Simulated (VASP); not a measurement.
Input of a VASP 6.6.1 run:

File INCAR:

```
SYSTEM = BN
  ALGO = Normal
  EDIFF = 1E-6
  ENCUT = 600
  GGA = PE
  GGA_COMPAT = .FALSE.
  ISIF = 2
  ISMEAR = 0
  LASPH = .TRUE.
  LCHARG = .TRUE.
  LELF = .TRUE.
  LREAL = .FALSE.
  LVHAR = .TRUE.
  LWAVE = .FALSE.
  NBANDS = 16
  NELM = 120
  PREC = Accurate
  SIGMA = 0.01
```

File KPOINTS:

```
k-points
0
G
  8 8 3
  0 0 0
```

Contents of POSCAR:

```
BN
1.0
    2.4758330531      0.0000000000      0.0000000000
   -1.2379165265      2.1441350085      0.0000000000
    0.0000000000      0.0000000000      6.5761837895
B N
2 2
Direct
    0.3333333333      0.6666666667      0.2500000000
    0.6666666667      0.3333333333      0.7500000000
    0.3333333333      0.6666666667      0.7500000000
    0.6666666667      0.3333333333      0.2500000000
```

Potentials or basis: VASP PAW PBE potentials, release 64 (B, N).

Command:

```console
$ cat potpaw_PBE.64/B/POTCAR potpaw_PBE.64/N/POTCAR > POTCAR
$ mpirun -np 1 vasp_std > vasp.out
```

Q: Estimate the pressure.

A: 12.2 GPa.

Q: What does it give for the band gap on the k mesh?

A: 4.30 eV (least direct gap 4.75 eV).

Stress tensor (GPa, compression positive):
```
16.72  0.00  0.00
 0.00 16.72  0.00
 0.00  0.00  3.15
```

Caveat: the cell stands under pressure; an odd mesh through Γ misses points on the zone boundary, where band edges can lie; this functional lacks dispersion, which binds the layers, so the pressure and a relaxed spacing across them are unreliable.
